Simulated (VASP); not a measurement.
Wanted: the native input for a VASP 6.6.1 run.

```
Task                   : single point
Functional             : PBE
Potentials or basis    : VASP PAW PBE potentials, release 64 (Ir)
Cutoff                 : 520 eV
k mesh                 : 48 × 48 × 48
Occupations            : gaussian, width 0.1 eV
Spin                   : no spin polarisation
Dipole correction      : no
Further INCAR settings : ALGO = Fast; EDIFF = 1e-06; NBANDS = 10
```

The structure of Ir lies in POSCAR:

```
Ir
1.0
    0.0000000000      1.9029577966      1.9029577966
    1.9029577966      0.0000000000      1.9029577966
    1.9029577966      1.9029577966      0.0000000000
Ir
1
Direct
    0.0000000000      0.0000000000      0.0000000000
```

One way to write it, as run:

INCAR

```
SYSTEM = Ir
PREC = Accurate ; ENCUT = 520
EDIFF = 1E-6 ; ISMEAR = 0
SIGMA = 0.1 ; LREAL = .FALSE.
LASPH = .TRUE. ; NELM = 100
ALGO = Fast ; ISIF = 2
LWAVE = .FALSE. ; LCHARG = .FALSE.
GGA = PE ; NBANDS = 10
```

KPOINTS

```
Automatic mesh
0
G
  48 48 48
  0 0 0
```

Potentials or basis: VASP PAW PBE potentials, release 64 (Ir).

Command:

```console
$ cat potpaw_PBE.64/Ir/POTCAR > POTCAR
$ mpirun -np 1 vasp_std > vasp.out
```

Results of the run:

| Quantity | Value |
| --- | --- |
| Pressure | 20.7 GPa |

Wall time 3.9 min on 1 thread of Intel(R) Xeon(R) Platinum 8375C CPU @ 2.90GHz (Ice Lake), with other jobs on the host, peak memory 0.49 GiB.
